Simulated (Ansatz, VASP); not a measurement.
Two plane-wave programs on Ag

```
Ag
1.0
    -1.67804    1.67804    1.67804
     1.67804   -1.67804    1.67804
     1.67804    1.67804   -1.67804
Ag
1
Direct
  0.00000 0.00000 0.00000
```

Alike in both runs: functional RPBE; k mesh 14 × 14 × 14; occupations fermi-dirac, width 0.1 eV; no spin polarisation.

Ansatz relaxed the structure, and its values are those at the end. VASP's run is a single point on that final structure, the one shown.

|  | VASP | Ansatz |
| --- | --- | --- |
| version | VASP 6.6.1 | Ansatz 0.2.0 |
| potentials or method | VASP PAW PBE potentials, release 64 (Ag), cutoff 520 eV | plane waves (420 eV) with PAW, scalar-relativistic |
| valence electrons in the cell | 11 | 19 |

|  | VASP | Ansatz | Ansatz less VASP |
| --- | --- | --- | --- |
| pressure (GPa) | -0.1 | 0.0 | +0.05 |

VASP's potentials were made for PBE, not for RPBE. VASP's potentials hold 11 valence electrons a cell and Ansatz's 19, so a difference there can come from the potentials and not from the codes.
